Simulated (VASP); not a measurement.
Input of a VASP 6.6.1 run:

POSCAR

```
Sc
1.0
   -1.8980334310      1.9172054859      1.7176030000
    1.8980334310     -1.9172054859      1.7176030000
    1.8980334310      1.9172054859     -1.7176030000
Sc
1
Direct
    0.0000000000      0.0000000000      0.0000000000
```

File INCAR.step1:

```
SYSTEM = Sc
  ALGO = Normal
  EDIFF = 1E-4
  ENCUT = 520
  GGA = PE
  ISMEAR = 0
  LASPH = .TRUE.
  LCHARG = .FALSE.
  LREAL = .FALSE.
  LWAVE = .TRUE.
  NBANDS = 12
  NELM = 100
  PREC = Accurate
  SIGMA = 0.15
```

INCAR.step2

```
SYSTEM = Sc
  ALGO = Normal
  EDIFF = 1E-6
  ENCUT = 520
  ISIF = 2
  ISMEAR = 0
  ISTART = 1
  LASPH = .TRUE.
  LCHARG = .FALSE.
  LMIXTAU = .TRUE.
  LREAL = .FALSE.
  LWAVE = .FALSE.
  METAGGA = R2SCAN
  NBANDS = 12
  NELM = 100
  PREC = Accurate
  SIGMA = 0.15
```

File KPOINTS:

```
k-points
0
G
  18 18 18
  0 0 0
```

Potentials or basis: VASP PAW PBE potentials, release 64 (Sc_sv).

The run is started by

```sh
$ cat potpaw_PBE.64/Sc_sv/POTCAR > POTCAR
$ cp INCAR.step1 INCAR
$ mpirun -np 1 vasp_std > vasp.out
$ cp INCAR.step2 INCAR
$ mpirun -np 1 vasp_std > vasp.out
```

(1) Predict the pressure.

Results:

(1) 0.5 GPa.

Caveat: the cell differs from its parent crystal (strain -0.0100 x Voigt [1, 0, 0, 0, 0, 0]); the PAW data sets were made with another functional, which shifts forces and pressure a little.
